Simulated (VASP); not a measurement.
Zn3BiO:

```
Zn Bi O
1.0
     4.30658    0.00000    0.00000
     0.00000    4.30658    0.00000
     0.00000    0.00000    4.48952
Zn Bi O
3 1 1
Direct
  0.50000 0.00000 0.50000
  0.00000 0.50000 0.50000
  0.50000 0.50000 0.00000
  0.00000 0.00000 0.50000
  0.00000 0.00000 0.00000
```

```yaml
Program: VASP 6.6.1
Task: relaxation of cell and atoms
Functional: PBE
Potentials_or_basis: VASP PAW PBE potentials, release 64 (Zn, Bi_d, O)
Cutoff: 600 eV
k_mesh: 4 × 4 × 4
Occupations: gaussian, width 0.1 eV
Spin: no spin polarisation
```

At the start: pressure 47.2 GPa; volume 16.65 Å³/atom.

Task: Where does the relaxation end?

Result: Over 7 steps the energy falls by 1273.9 meV/atom and the volume is 25.80 Å³/atom (+55.0 %); space group P4/mmm (No. 123, to 0.05 Å).

The path:
| step | energy change (eV) | largest force (eV/Å) | pressure (GPa) | volume (Å³) |
| --- | --- | --- | --- | --- |
| 1 | 0.0000 | 0.0000 | 47.22 | 83.27 |
| 2 | -5.9865 | 0.0000 | -4.46 | 153.68 |
| 3 | -6.2309 | 0.0000 | 0.11 | 126.57 |
| 4 | -6.2746 | 0.0000 | -1.84 | 134.98 |
| 5 | -6.2769 | 0.0000 | -1.59 | 133.62 |
| 6 | -6.3686 | 0.0000 | -0.12 | 129.44 |
| 7 | -6.3697 | 0.0000 | 0.04 | 129.02 |

Final structure:
```xyz
5
Lattice="5.4350 0.0000 0.0000 0.0000 5.4350 0.0000 0.0000 0.0000 4.3680" Properties=species:S:1:pos:R:3 pbc="T T T"
Zn    2.7175    0.0000    2.1840
Zn    0.0000    2.7175    2.1840
Zn    2.7175    2.7175    0.0000
Bi    0.0000    0.0000    2.1840
O     0.0000    0.0000    0.0000
```

Caveat: the k points lie up to 0.36 Å⁻¹ apart in the final cell; the volume moved by over 15 % at a fixed basis, so the end points are rough; an odd number of electrons without spin polarisation forces a metal; a magnetic or distorted state may lie lower.
